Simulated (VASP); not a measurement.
# Ti (P6_3/mmc) in VASP: a series of runs

Runs on Ti. Level: PBEsol. Tasks: single point, relaxation of cell and atoms.

All numbers are computed with VASP 6.6.1; they aren't measurements. Logs are shortened: lines on timing, memory, paths and dates and some standing lists are left out, and cuts for length are marked.

### Step 1. The cell of the first run

The structure is hexagonal, space group P6_3/mmc (No. 194). Conventional cell: a = 2.921 Å, b = 2.921 Å, c = 4.616 Å, α = 90.00°, β = 90.00°, γ = 120.00°. Ti (site symmetry -6m2) has 12 Ti at 2.86 to 2.92 Å within 3.8 Å.

### Step 2. Single point, PBEsol

File INCAR:

```
PREC = Accurate ; ENCUT = 520
EDIFF = 1E-6 ; ISMEAR = 1
SIGMA = 0.05 ; LREAL = F
LASPH = T ; NELM = 60
ALGO = Normal ; ISIF = 2
LWAVE = F ; LCHARG = F
GGA = PS ; NBANDS = 19
```

File KPOINTS:

```
regular mesh
0
Gamma
  16 16 9
```

File POSCAR:

```
Ti
1.0
    2.9212261202      0.0000000000      0.0000000000
   -1.4606130601      2.5298560303      0.0000000000
    0.0000000000      0.0000000000      4.6157456115
Ti
2
Direct
    0.3333333333      0.6666666667      0.2500000000
    0.6666666667      0.3333333333      0.7500000000
```

Potentials or basis: VASP PAW PBE potentials, release 64 (Ti_sv).

Started as:

```console
$ cat potpaw_PBE.64/Ti_sv/POTCAR > POTCAR
$ mpirun -np 1 vasp_std > vasp.out
```

OUTCAR:

```text
PREC = Accurate
   ENCUT = 520
   EDIFF = 1E-6
   ISMEAR = 1
   LREAL = F
   LASPH = T
   NELM = 60
   ISIF = 2
   GGA = PS

 ion  position               nearest neighbor table
   1  0.333  0.667  0.250-   2 2.86   2 2.86   2 2.86   2 2.86   2 2.86   2 2.86
   2  0.667  0.333  0.750-   1 2.86   1 2.86   1 2.86   1 2.86   1 2.86   1 2.86

  LATTYP: Found a hexagonal cell.
 ALAT       =     2.9212261202
 C/A-ratio  =     1.5800713199

  Lattice vectors:

 A1 = (   2.9212261202,   0.0000000000,   0.0000000000)
 A2 = (  -1.4606130601,   2.5298560303,   0.0000000000)
 A3 = (   0.0000000000,   0.0000000000,   4.6157456115)

Analysis of symmetry for initial positions (statically):
=====================================================================
 Subroutine PRICEL returns:
 Original cell was already a primitive cell.

 Routine SETGRP: Setting up the symmetry group for a
 hexagonal supercell.

 Subroutine GETGRP returns: Found 24 space group operations
 (whereof 12 operations were pure point group operations)
 out of a pool of 24 trial point group operations.

The static configuration has the point symmetry D_3d.
 The point group associated with its full space group is D_6h.

Analysis of symmetry for dynamics (positions and initial velocities):
=====================================================================
 Subroutine PRICEL returns:
 Original cell was already a primitive cell.

 Routine SETGRP: Setting up the symmetry group for a
 hexagonal supercell.

 Subroutine GETGRP returns: Found 24 space group operations
 (whereof 12 operations were pure point group operations)
 out of a pool of 24 trial point group operations.

The dynamic configuration has the point symmetry D_3d.
 The point group associated with its full space group is D_6h.

 Subroutine INISYM returns: Found 24 space group operations
 (whereof 12 operations are pure point group operations),
 and found     1 'primitive' translations

----------------------------------------------------------------------------------------

                                     Primitive cell

  volume of cell :      34.1117

[... 81 lines left out ...]
   ICHARG =      2    charge: 1-file 2-atom 10-const
   ISPIN  =      1    spin polarized calculation?
   LNONCOLLINEAR =      F non collinear calculations
   LSORBIT =      F    spin-orbit coupling
   LASPH  =      T    aspherical Exc in radial PAW
   ENCUT  =  520.0 eV  38.22 Ry    6.18 a.u.   5.43  5.43  8.58*2*pi/ulx,y,z
   NELM   =     60;   NELMIN=  2; NELMDL= -5     # of ELM steps
   EDIFF  = 0.1E-05   stopping-criterion for ELM
   LREAL  =      F    real-space projection
   EDIFFG = 0.1E-04   stopping-criterion for IOM
   NSW    =      0    number of steps for IOM
   IBRION =     -1    ionic relax: 0-MD 1-quasi-New 2-CG
   NFREE  =      0    steps in history (QN), initial steepest desc. (CG)
   ISIF   =      2    stress and relaxation
   ISYM   =      2    0-nonsym 1-usesym 2-fastsym
   POTIM  = 0.5000    time-step for ionic-motion
   TEBEG  =    0.0;   TEEND  =   0.0 temperature during run
   PSTRESS=    0.0 pullay stress
   NELECT =      24.0000    total number of electrons
   NUPDOWN=      -1.0000    fix difference up-down
   EMIN   =  10.00;   EMAX   =-10.00  energy-range for DOS
   EFERMI =   0.00;   METHOD = LEGACY
   ISMEAR =     1;   SIGMA  =   0.05  broadening in eV -4-tet -1-fermi 0-gaus
   EFERMI_NEDOS =   21; number of points for ismear=-14 and -15
   IALGO  =     38    algorithm
   IMIX   =      4    mixing-type and parameters
     AMIX     =   0.40;   BMIX     =  1.00
     AMIX_MAG =   1.60;   BMIX_MAG =  1.00
  volume/ion in A,a.u.               =      17.06       115.10
  Fermi-wavevector in a.u.,A,eV,Ry     =   1.456054  2.751544 28.845639  2.120095
  Thomas-Fermi vector in A             =   2.573017
   LORBIT       =      0    0 simple, 1 ext, 2 COOP (PROOUT), +10 PAW based schemes
   GGA     = PS    functional components
   LHFCALC =     F    Hartree Fock is set to
   AEXX    =    0.0000 exact exchange contribution
   IVDW    =     0    specifies the selected vdW correction
   LEPSILON=     F    determine dielectric tensor
   LRPA    =     F    only Hartree local field effects (RPA)
 non-spin polarized calculation
 Methfessel and Paxton  Order N= 1 SIGMA  =   0.05
  energy-cutoff  :      520.00
  volume of cell :       34.11
 maximum number of plane-waves:       942
 NGX is ok and might be reduce to    24
   NGX = 11   NGY = 11   NGZ = 17

 number of electron      23.9999999 magnetization

 Free energy of the ion-electron system (eV)
  ---------------------------------------------------
  ext. energy  EPLUGINS =         0.00000000
  ---------------------------------------------------
  free energy    TOTEN  =       -16.67411666 eV

  energy without entropy =      -16.67415085  energy(sigma->0) =      -16.67412805

 E-fermi :   8.4156     XC(G=0): -11.7222

 val. band max:        8.4036174326   @ k =   0.1875  -0.0000   0.3333
 cond. band min:       8.4193054997   @ k =   0.2500   0.1875   0.4444
 fundamental gap:      0.0156880671
 Fermi energy:         8.4156348650

 k-point     1 :       0.0000    0.0000    0.0000
  band No.  band energies     occupation
      1     -48.1976      2.00000
      2     -48.0460      2.00000
      3     -24.9163      2.00000
      4     -24.2227      2.00000
      5     -24.2227      2.00000
      6     -24.1506      2.00000
[... 505 lines left out ...]
      6     -24.3699      2.00000
[... 11 lines left out ...]
     18      11.8846      0.00000
     19      12.1901      0.00000

 [... further k-points ...]

------------------------ aborting loop because EDIFF is reached ----------------------------------------

  FORCE on cell =-STRESS in cart. coord.  units (eV):
  Direction    XX          YY          ZZ          XY          YZ          ZX
  --------------------------------------------------------------------------------------
  -------------------------------------------------------------------------------------
  Total       -0.5336995     -0.5336995     -0.5628550      0.0000000     -0.0000000      0.0000000
  in kB      -25.0671265    -25.0671265    -26.4365185      0.0000000     -0.0000000      0.0000000
  external PRESSURE =     -25.5235905 kB  Pullay stress =       0.0000000 kB

 VOLUME and BASIS-vectors are now :
 -----------------------------------------------------------------------------
  energy-cutoff  :      520.00
  volume of cell :       34.11
      direct lattice vectors                 reciprocal lattice vectors
     2.921226120  0.000000000  0.000000000     0.342322011  0.197639705  0.000000000
    -1.460613060  2.529856030  0.000000000     0.000000000  0.395279410  0.000000000
     0.000000000  0.000000000  4.615745612     0.000000000  0.000000000  0.216649721

 POSITION                                       TOTAL-FORCE (eV/Angst)
 -----------------------------------------------------------------------------------
     -0.00000      1.68657      1.15394        -0.000000     -0.000000      0.000000
      1.46061      0.84329      3.46181         0.000000      0.000000      0.000000
 -----------------------------------------------------------------------------------
    total drift:                               -0.000000      0.000000     -0.000000

  FREE ENERGIE OF THE ION-ELECTRON SYSTEM (eV)
  ---------------------------------------------------
  free  energy   TOTEN  =       -16.6741166579 eV

  energy  without entropy=      -16.6741508493  energy(sigma->0) =      -16.67412805
```

stdout:

```text
POSCAR found type information on POSCAR Ti
 POSCAR found :  1 types and       2 ions
 scaLAPACK will be used
 -----------------------------------------------------------------------------
|                                                                             |
|                                                                             |
|     You enforced a specific xc type in the INCAR file but a different       |
|     I HOPE YOU KNOW WHAT YOU ARE DOING!                                     |
|                                                                             |
 -----------------------------------------------------------------------------

 LDA part: xc-table for (Slater+PW92), standard interpolation
 POSCAR, INCAR and KPOINTS ok, starting setup
 FFT: planning ... GRIDC
 FFT: planning ... GRID_SOFT
 FFT: planning ... GRID
 WAVECAR not read
 entering main loop
```

It took 1.7 min on 1 thread of Intel Xeon 8259CL, shared host; peak memory 0.21 GiB.

Results:

```yaml
Free_energy: -16.6741 eV
Pressure: -2.6 GPa
Band_gap_on_the_k_mesh: zero (bands 12 and 13 overlap by 1.09 eV)
```

Stress tensor (GPa, compression positive):
```
-2.51  0.00  0.00
 0.00 -2.51  0.00
 0.00  0.00 -2.64
```

Caveat: the PAW data sets were made with another functional, which shifts forces and pressure a little.

### Step 3. Relaxation of cell and atoms, PBEsol

This run uses another cell than the first one, of 16.72 Å³/atom.

File INCAR:

```
ALGO     = Normal         # electronic algorithm
EDIFF    = 1E-7           # SCF threshold, eV
EDIFFG   = -0.01          # ionic threshold
ENCUT    = 600            # plane-wave cutoff, eV
GGA      = PS             # functional
IBRION   = 2              # ionic algorithm
ISIF     = 3              # what is computed and relaxed
ISMEAR   = 1              # smearing method
LASPH    = True           # aspherical terms in the spheres
LCHARG   = False          # write CHGCAR
LREAL    = False          # projectors in reciprocal space
LWAVE    = False          # write WAVECAR
NELM     = 60             # most SCF steps
NSW      = 80             # ionic steps
PREC     = Accurate       # precision mode
SIGMA    = 0.05           # smearing width, eV
```

File KPOINTS:

```
k-points
0
Gamma
  16 16 9
```

File POSCAR:

```
Ti
1.0
    2.9020069709      0.0000000000      0.0000000000
   -1.4510034854      2.5132117587      0.0000000000
    0.0000000000      0.0000000000      4.5853779849
Ti
2
Direct
    0.3333333333      0.6666666667      0.2500000000
    0.6666666667      0.3333333333      0.7500000000
```

Potentials or basis: VASP PAW PBE potentials, release 64 (Ti_sv).

Started as:

```console
$ cat potpaw_PBE.64/Ti_sv/POTCAR > POTCAR
$ mpirun -np 1 vasp_std > vasp.out
```

OUTCAR:

```text
EDIFF = 1E-7
   EDIFFG = -0.01
   ENCUT = 600
   GGA = PS
   IBRION = 2
   ISIF = 3
   ISMEAR = 1
   LASPH = True
   LREAL = False
   NELM = 60
   NSW = 80
   PREC = Accurate

 ion  position               nearest neighbor table
   1  0.333  0.667  0.250-   2 2.84   2 2.84   2 2.84   2 2.84   2 2.84   2 2.84
   2  0.667  0.333  0.750-   1 2.84   1 2.84   1 2.84   1 2.84   1 2.84   1 2.84

  LATTYP: Found a hexagonal cell.
 ALAT       =     2.9020069709
 C/A-ratio  =     1.5800713199

  Lattice vectors:

 A1 = (   2.9020069709,   0.0000000000,   0.0000000000)
 A2 = (  -1.4510034854,   2.5132117587,   0.0000000000)
 A3 = (   0.0000000000,   0.0000000000,   4.5853779849)

Analysis of symmetry for initial positions (statically):
=====================================================================
 Subroutine PRICEL returns:
 Original cell was already a primitive cell.

 Routine SETGRP: Setting up the symmetry group for a
 hexagonal supercell.

 Subroutine GETGRP returns: Found 24 space group operations
 (whereof 12 operations were pure point group operations)
 out of a pool of 24 trial point group operations.

The static configuration has the point symmetry D_3d.
 The point group associated with its full space group is D_6h.

Analysis of symmetry for dynamics (positions and initial velocities):
=====================================================================
 Subroutine PRICEL returns:
 Original cell was already a primitive cell.

 Routine SETGRP: Setting up the symmetry group for a
 hexagonal supercell.

 Subroutine GETGRP returns: Found 24 space group operations
 (whereof 12 operations were pure point group operations)
 out of a pool of 24 trial point group operations.

The dynamic configuration has the point symmetry D_3d.
 The point group associated with its full space group is D_6h.

 Subroutine INISYM returns: Found 24 space group operations
[... 126 lines left out ...]
   LEPSILON=     F    determine dielectric tensor
   LRPA    =     F    only Hartree local field effects (RPA)
 conjugate gradient relaxation of ions
 non-spin polarized calculation
 Methfessel and Paxton  Order N= 1 SIGMA  =   0.05
  energy-cutoff  :      600.00
  volume of cell :       33.44
 maximum number of plane-waves:      1132
 NGX is ok and might be reduce to    24
   NGX = 11   NGY = 11   NGZ = 19

--------------------------------------- Ionic step        1  -------------------------------------------

 number of electron      23.9999997 magnetization

 Free energy of the ion-electron system (eV)
  ---------------------------------------------------
  ext. energy  EPLUGINS =         0.00000000
  ---------------------------------------------------
  free energy    TOTEN  =       -16.67954170 eV

  energy without entropy =      -16.67947676  energy(sigma->0) =      -16.67952005

------------------------ aborting loop because EDIFF is reached ----------------------------------------

  FORCE on cell =-STRESS in cart. coord.  units (eV):
  Direction    XX          YY          ZZ          XY          YZ          ZX
  --------------------------------------------------------------------------------------
  -------------------------------------------------------------------------------------
  Total       -0.0620922     -0.0620922     -0.0687446     -0.0000000      0.0000000     -0.0000000
  in kB       -2.9747111     -2.9747111     -3.2934134     -0.0000000      0.0000000     -0.0000000
  external PRESSURE =      -3.0809452 kB  Pullay stress =       0.0000000 kB
[... 59 lines left out ...]
--------------------------------------- Ionic step        3  -------------------------------------------

 number of electron      23.9999998 magnetization

 Free energy of the ion-electron system (eV)
  ---------------------------------------------------
  ext. energy  EPLUGINS =         0.00000000
  ---------------------------------------------------
  free energy    TOTEN  =       -16.67962754 eV

  energy without entropy =      -16.67954476  energy(sigma->0) =      -16.67959995

 E-fermi :   8.6518     XC(G=0): -11.8307

 val. band max:        8.6344194576   @ k =   0.1875   0.0000   0.3333
 cond. band min:       8.6570377039   @ k =   0.2500   0.1875   0.4444
 fundamental gap:      0.0226182463
 Fermi energy:         8.6517526876

 k-point     1 :       0.0000    0.0000    0.0000
  band No.  band energies     occupation
      1     -47.9203      2.00000
      2     -47.7544      2.00000
      3     -24.6670      2.00000
      4     -23.9249      2.00000
      5     -23.9249      2.00000
      6     -23.8442      2.00000
[... 433 lines left out ...]
      3     -24.3764      2.00000
      4     -24.3240      2.00000
      5     -24.2679      2.00000
      6     -24.0835      2.00000
[... 8 lines left out ...]
     15       9.6135     -0.00000
     16      11.0784      0.00000

 [... further k-points ...]

------------------------ aborting loop because EDIFF is reached ----------------------------------------

  FORCE on cell =-STRESS in cart. coord.  units (eV):
  Direction    XX          YY          ZZ          XY          YZ          ZX
  --------------------------------------------------------------------------------------
  -------------------------------------------------------------------------------------
  Total        0.0009982      0.0009982     -0.0015149      0.0000000      0.0000000      0.0000000
  in kB        0.0479470      0.0479470     -0.0727678      0.0000000      0.0000000      0.0000000
  external PRESSURE =       0.0077087 kB  Pullay stress =       0.0000000 kB
[... 17 lines left out ...]
  FREE ENERGIE OF THE ION-ELECTRON SYSTEM (eV)
  ---------------------------------------------------
  free  energy   TOTEN  =       -16.6796275373 eV

  energy  without entropy=      -16.6795447610  energy(sigma->0) =      -16.67959995

 reached required accuracy - stopping structural energy minimisation
```

OSZICAR:

```text
N       E                     dE             d eps       ncg     rms          rms(c)
DAV:   1     0.261543523571E+03    0.26154E+03   -0.14649E+04  4800   0.206E+03
DAV:   2     0.105629072142E+02   -0.25098E+03   -0.24960E+03  4912   0.521E+02
DAV:   3    -0.176863745864E+02   -0.28249E+02   -0.28036E+02  9408   0.141E+02
[... 27 lines left out ...]
DAV:   3    -0.166795693008E+02    0.65588E-04   -0.90195E-04  6760   0.210E-01    0.300E-02
DAV:   4    -0.166795983727E+02   -0.29072E-04   -0.18104E-04  6552   0.991E-02    0.115E-02
DAV:   5    -0.166796207594E+02   -0.22387E-04   -0.50753E-05  6136   0.508E-02    0.167E-02
DAV:   6    -0.166796268471E+02   -0.60877E-05   -0.19384E-05  7136   0.351E-02    0.489E-03
DAV:   7    -0.166796275900E+02   -0.74283E-06   -0.25655E-06  6352   0.122E-02    0.935E-04
DAV:   8    -0.166796275373E+02    0.52618E-07   -0.49424E-07  5904   0.415E-03
   3 F= -.16679628E+02 E0= -.16679600E+02  d E =-.858423E-04
```

Run time: 3.7 min. Hardware: 1 thread of Intel Xeon 8259CL, shared host; peak memory 0.23 GiB.

What came out:

```yaml
Free_energy: -16.6796 eV
Relaxed_volume: 16.68 Å³/atom
Relaxed_cell: a = 2.900 Å, b = 2.900 Å, c = 4.581 Å, α = 90.00°, β = 90.00°, γ = 120.00°
Space_group_after_relaxing_to_0.1_Å: P6_3/mmc (No. 194)
Energy_gained_by_relaxing: 0.0 meV/atom
Ionic_steps: 3
Pressure_after_relaxing: 0.0 GPa
Band_gap_on_the_k_mesh: zero (bands 12 and 13 overlap by 1.09 eV)
```

Final structure:
```
Ti
1.0
     2.89955    0.00000    0.00000
    -1.44977    2.51108    0.00000
     0.00000    0.00000    4.58108
Ti
2
Direct
  0.33333 0.66667 0.25000
  0.66667 0.33333 0.75000
```

Levels at points of the mesh, in eV from the Fermi level:
| k point | band 10 | band 11 | band 12 | band 13 | band 14 | band 15 |
| --- | --- | --- | --- | --- | --- | --- |
| (0.00, 0.00, 0.00) | -2.80 | 0.78 | 0.78 | 0.91 | 0.93 | 1.32 |
| (0.50, 0.00, 0.00) | -2.29 | -1.97 | -0.59 | 0.45 | 0.66 | 1.24 |

Caveat: the PAW data sets were made with another functional, which shifts forces and pressure a little.

The gap in the log of VASP goes by the Fermi energy; the results here count the filled bands.